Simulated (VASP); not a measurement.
## Pt: single point with PBE

Pt:

```
Pt
1.0
     0.00000    1.98506    1.98506
     1.98506    0.00000    1.98506
     1.98506    1.98506    0.00000
Pt
1
Direct
  0.00000 0.00000 0.00000
```

```json
{"Program": "VASP 6.6.1", "Task": "single point", "Functional": "PBE", "Potentials or basis": "VASP PAW PBE potentials, release 64 (Pt)", "Cutoff": "520 eV", "k mesh": "18 × 18 × 18", "Occupations": "gaussian, width 0.1 eV", "Spin": "no spin polarisation"}
```

```
Pressure               : -0.5 GPa
Band gap on the k mesh : zero (bands 5 and 6 overlap by 2.09 eV)
```

Levels at points of the mesh, in eV from the Fermi level:
```csv
k point,band 3,band 4,band 5,band 6,band 7,band 8
"(0.00, 0.00, 0.00)",-3.57,-3.57,-1.54,-1.54,14.74,19.50
"(0.50, 0.00, 0.00)",-3.63,-0.32,0.03,0.03,5.56,14.29
"(0.50, 0.50, 0.00)",-0.01,0.45,0.45,1.85,8.49,11.28
```

Run time: 25 s on 1 thread of Intel(R) Xeon(R) Platinum 8259CL CPU @ 2.50GHz (Skylake/Cascade Lake), with other jobs on the host, peak memory 0.17 GiB.

Caveat: spin-orbit coupling is left out, which moves the levels of the heavy elements.
